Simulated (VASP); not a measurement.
## GaN: single point with r2SCAN

GaN:

```
Ga N
1.0
     0.00000    2.25350    2.25350
     2.25350    0.00000    2.25350
     2.25350    2.25350    0.00000
Ga N
1 1
Cartesian
  0.0000 0.0000 -0.1500
  3.3803 3.3803 3.3803
```

This cell differs from its parent crystal: atom 1 (Ga) moved by (+0.000, -0.150) A along [1 1 0] and z.

```
Program             : VASP 6.6.1
Task                : single point
Functional          : r2SCAN
Potentials or basis : VASP PAW PBE potentials, release 64 (Ga_d, N_h)
Cutoff              : 910 eV
k mesh              : 10 × 10 × 10
Occupations         : gaussian, width 0.05 eV
Spin                : no spin polarisation
```

```json
{
 "Pressure": "2.0 GPa",
 "Largest force": "1.862 eV/Å",
 "Band gap on the k mesh": "1.91 eV"
}
```

Forces on the atoms (eV/Å):
```
Ga   0.000  0.000  1.862
N    0.000  0.000 -1.862
```

Stress tensor (GPa, compression positive):
```
 3.05  9.00  0.00
 9.00  3.05  0.00
 0.00  0.00 -0.10
```

Levels at points of the mesh, in eV from the valence-band top:
```
           k point  band 6  band 7  band 8  band 9  band 10  band 11  band 12  band 13
(0.00, 0.00, 0.00)  -13.73   -0.58   -0.15    0.00     1.91    10.68    10.79    11.13
(0.50, 0.00, 0.00)  -12.57   -7.09   -1.58   -0.84     4.79     9.13    10.10    11.32
(0.00, 0.00, 0.50)  -12.57   -7.65   -1.52   -0.90     5.06     9.21    10.28    11.63
(0.50, 0.50, 0.00)  -12.15   -6.38   -3.22   -2.81     3.52     7.07    12.30    14.38
(0.00, 0.50, 0.50)  -12.22   -6.50   -2.95   -2.92     3.48     6.90    12.29    14.78
```

Wall time 2.6 min on 1 thread of Intel(R) Xeon(R) 6975P-C (Granite Rapids), with other jobs on the host, peak memory 0.29 GiB.

Caveat: the cell differs from its parent crystal (atom 1 (Ga) moved by (+0.000, -0.150) A along [1 1 0] and z); the cutoff is under 1.25 times the usual one of these potentials, so pressure, stress and relaxed cells hold a basis-set (Pulay) error; the PAW data sets were made with another functional, which shifts forces and pressure a little.
